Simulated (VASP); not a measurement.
Rh, 2 atoms in the cell. It takes space group P2_1/m (No. 11, monoclinic). Conventional cell: a = 2.731 Å, b = 4.428 Å, c = 2.731 Å, α = 90.00°, β = 120.00°, γ = 90.00°. Within 3.6 Å of Rh (site symmetry m) lie 14 Rh at 2.63 to 3.58 Å.  This cell differs from its parent crystal: atom 1 (Rh) moved by (-0.300, -0.150) A along x and y.

```yaml
Program: VASP 6.6.1
Task: single point
Functional: PBEsol
Potentials_or_basis: VASP PAW PBE potentials, release 64 (Rh_pv)
Cutoff: 520 eV
k_mesh: 18 × 18 × 12
Occupations: gaussian, width 0.15 eV
Spin: no spin polarisation
Dipole_correction: no
Further_INCAR_settings: ALGO = Fast; EDIFF = 1e-06; NBANDS = 22
```

Potentials or basis: VASP PAW PBE potentials, release 64 (Rh_pv).

Command:

```sh
$ cat potpaw_PBE.64/Rh_pv/POTCAR > POTCAR
$ mpirun -np 1 vasp_std > vasp.out
```

Hardware: 1 thread of Oxide Virtual Turin-like Processor (shared host).

Question: How long does it take, and how much memory?

Answer: It took 11 min on 1 thread of Oxide Virtual Turin-like Processor (shared host), peak memory 0.57 GiB. Counts: scf iterations 13, k points 1148.
